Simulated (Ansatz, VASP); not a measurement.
# TiSn3O8 in VASP and in Ansatz

```
CELL_PARAMETERS angstrom
3.97018 0.00000 0.00000
0.00000 3.97018 0.00000
0.00000 0.00000 10.36209
ATOMIC_POSITIONS crystal
Ti 0.50000 0.50000 0.00000
Sn 0.00000 0.50000 0.24358
Sn 0.50000 0.00000 0.75642
Sn 0.00000 0.00000 0.50000
O 0.00000 0.50000 0.44850
O 0.50000 0.00000 0.96033
O 0.00000 0.00000 0.70478
O 0.50000 0.50000 0.19108
O 0.00000 0.00000 0.29522
O 0.50000 0.50000 0.80892
O 0.00000 0.50000 0.03967
O 0.50000 0.00000 0.55150
```

Alike in both runs: functional PBE; k mesh 8 × 8 × 4; no spin polarisation.

Ansatz relaxed the structure, and its values are those at the end. VASP's run is a single point on that final structure, the one shown.

|  | VASP | Ansatz |
| --- | --- | --- |
| version | VASP 6.6.1 | Ansatz 0.2.0 |
| potentials or method | VASP PAW PBE potentials, release 64 (Ti_sv, Sn_d, O), cutoff 520 eV | scalar-relativistic, plane waves, PAW |
| occupations | gaussian, width 0.01 eV | fixed |
| valence electrons in the cell | 102 | 102 |

|  | VASP | Ansatz | Ansatz less VASP |
| --- | --- | --- | --- |
| gap on the k mesh at the Fermi level (eV) | 1.78 | 1.79 | +0.013 |
| least direct gap on the mesh (eV) | 2.19 | 2.20 | +0.012 |
| pressure (GPa) | 0.5 | 0.0 | -0.54 |
| rms of the force components (eV/Å) | 0.010 | 0.000 | -0.0101 |
